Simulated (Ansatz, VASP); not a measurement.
## One calculation of B, two programs

```
B
1.0
     2.98035    0.00000    0.00000
    -1.49018    2.58106    0.00000
     0.00000    0.00000    4.01830
B
4
Cartesian
  0.0000 0.0000 1.0046
  0.0000 0.0000 3.0137
  0.0000 1.7207 3.0137
  1.4902 0.8604 1.0046
```

Alike in both runs: task relaxation of cell and atoms; functional PBEsol; k mesh 18 × 18 × 12; occupations gaussian, width 0.1 eV; no spin polarisation.

|  | VASP | Ansatz |
| --- | --- | --- |
| version | VASP 6.6.1 | Ansatz 0.2.0 |
| potentials or method | VASP PAW PBE potentials, release 64 (B), cutoff 600 eV | scalar-relativistic, plane waves, PAW |
| valence electrons in the cell | 12 | 12 |

Ansatz gave:

- gap on the k mesh at the Fermi level, each at its own relaxed structure (eV): none
- relaxed volume (Å³/atom): 7.66
- relaxed length of the cell vector where the two differ most in proportion (Å): 2.987

**Question.** Estimate VASP's values.

**Answer.** gap on the k mesh at the Fermi level, each at its own relaxed structure (eV): none; relaxed volume (Å³/atom): 7.66; relaxed length of the cell vector where the two differ most in proportion (Å): 2.988.

VASP's potentials were made for PBE, not for PBEsol. A gap of «none» marks a metal or a gap that the smearing closes.
